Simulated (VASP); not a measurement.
A run of VASP 6.6.1 is set up as follows.

File POSCAR:

```
AgBr
1.0
    0.0000000000      2.8927339603      2.8927339603
    2.8927339603      0.0000000000      2.8927339603
    2.8927339603      2.8927339603      0.0000000000
Ag Br
1 1
Direct
    0.0000000000      0.0000000000      0.0000000000
    0.5000000000      0.5000000000      0.5000000000
```

The input INCAR.step1:

```
SYSTEM = AgBr
PREC = Accurate ; ENCUT = 550
ISMEAR = -1 ; SIGMA = 0.02
LREAL = .FALSE. ; LASPH = .TRUE.
NELM = 120 ; NBANDS = 16
GGA = PE ; ALGO = Normal
EDIFF = 1E-5 ; LWAVE = .TRUE.
LCHARG = .FALSE. ; GGA_COMPAT = .FALSE.
```

The input INCAR.step2:

```
SYSTEM = AgBr
PREC = Accurate ; ENCUT = 550
EDIFF = 1E-6 ; ISMEAR = -1
SIGMA = 0.02 ; LREAL = .FALSE.
LASPH = .TRUE. ; NELM = 120
ALGO = Normal ; ISIF = 2
LWAVE = .FALSE. ; LCHARG = .FALSE.
METAGGA = R2SCAN ; LMIXTAU = .TRUE.
NBANDS = 16 ; ISTART = 1
GGA_COMPAT = .FALSE.
```

KPOINTS

```
regular mesh
0
G
  8 8 8
  0 0 0
```

Potentials or basis: VASP PAW PBE potentials, release 64 (Ag, Br).

The run is started by

```bash
$ cat potpaw_PBE.64/Ag/POTCAR potpaw_PBE.64/Br/POTCAR > POTCAR
$ cp INCAR.step1 INCAR
$ mpirun -np 1 vasp_std > vasp.out
$ cp INCAR.step2 INCAR
$ mpirun -np 1 vasp_std > vasp.out
```

Question: Estimate the band gap on the k mesh.

Answer: 1.25 eV (least direct gap 3.19 eV).

Question: Predict the pressure.

Answer: -0.1 GPa.

Caveat: the PAW data sets were made with another functional, which shifts forces and pressure a little. A k mesh can miss the band edges.
